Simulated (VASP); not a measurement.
Write the native input for VASP 6.6.1 that does the following.

```
Task                   : single point
Functional             : PBEsol
Potentials or basis    : VASP PAW PBE potentials, release 64 (Si, Ge_d)
Cutoff                 : 520 eV
k mesh                 : 12 × 12 × 6
Occupations            : gaussian, width 0.03 eV
Spin                   : no spin polarisation
Dipole correction      : no
Further INCAR settings : ALGO = Normal; EDIFF = 1e-07; NBANDS = 26
```

The structure of SiGe lies in POSCAR:

```
SiGe
1.0
    3.8822554878      0.0000000000      0.0000000000
   -1.9411277439      3.3621318765      0.0000000000
    0.0000000000      0.0000000000      7.0241648542
Si Ge
2 2
Direct
    0.6666666667      0.3333333333      0.8745463082
    0.3333333333      0.6666666667      0.3745463082
    0.6666666667      0.3333333333      0.5004526918
    0.3333333333      0.6666666667      0.0004526918
```

These files were run (other wordings do the same):

INCAR

```
ALGO = Normal
EDIFF = 1E-7
ENCUT = 520
GGA = PS
ISIF = 2
ISMEAR = 0
LASPH = T
LCHARG = F
LREAL = F
LWAVE = F
NBANDS = 26
NELM = 80
PREC = Accurate
SIGMA = 0.03
```

KPOINTS

```
k-points
0
Gamma
  12 12 6
```

Potentials or basis: VASP PAW PBE potentials, release 64 (Si, Ge_d).

Run with:

```bash
$ cat potpaw_PBE.64/Si/POTCAR potpaw_PBE.64/Ge_d/POTCAR > POTCAR
$ mpirun -np 1 vasp_std > vasp.out
```

It gave:

```json
{
 "Pressure": "-4.4 GPa",
 "Largest force": "0.380 eV/Å",
 "Band gap on the k mesh": "zero (filled and empty bands touch)"
}
```

Caveat: the stress differs along the axes, from -13 to -0 GPa; semilocal functionals underestimate gaps, and a narrow one can read as zero; the PAW data sets were made with another functional, which shifts forces and pressure a little.

Wall time 4.4 min on 1 thread of Intel Xeon 8259CL, with other jobs on the host, peak memory 0.3 GiB.
